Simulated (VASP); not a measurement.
The system is SiC (Moissanite).

```
Si C
1.0
     3.07600    0.00000    0.00000
    -1.53800    2.66389    0.00000
     0.00000    0.00000    5.04800
Si C
2 2
Direct
  0.66667 0.33333 0.50000
  0.33333 0.66667 0.00000
  0.66667 0.33333 0.88500
  0.33333 0.66667 0.38500
```

- Program: VASP 6.6.1
- Task: relaxation of cell and atoms
- Functional: LDA
- Potentials or basis: VASP PAW LDA potentials, release 64 (Si, C)
- Cutoff: 600 eV
- k mesh: 10 × 10 × 5
- Occupations: fermi-dirac, width 0.05 eV
- Spin: no spin polarisation

At the start: pressure -3.7 GPa; volume 10.34 Å³/atom.

How do energy, volume and symmetry change on relaxing?

Over 7 steps the energy falls by 11.1 meV/atom and the volume is 10.16 Å³/atom (-1.7 %); space group P6_3mc (No. 186, to 0.05 Å).

Step by step:
```
step  energy change (eV)  largest force (eV/Å)  pressure (GPa)  volume (Å³)
   1              0.0000                0.7347           -3.74        41.36
   2             -0.0074                0.6673            4.26        39.93
   3             -0.0419                0.0778            0.20        40.58
   4             -0.0419                0.0626            0.29        40.57
   5             -0.0445                0.0131            0.16        40.59
   6             -0.0446                0.0023            0.18        40.59
   7             -0.0446                0.0019           -0.15        40.65
```

Final structure:
```yaml
crystal:
  lattice:
    - [3.05809, 0.00000, 0.00000]
    - [-1.52905, 2.64839, 0.00000]
    - [0.00000, 0.00000, 5.01898]
  atoms:
    - { symbol: Si, position: [0.66667, 0.33333, 0.50459] }
    - { symbol: Si, position: [0.33333, 0.66667, 0.00459] }
    - { symbol: C, position: [0.66667, 0.33333, 0.88041] }
    - { symbol: C, position: [0.33333, 0.66667, 0.38041] }
```
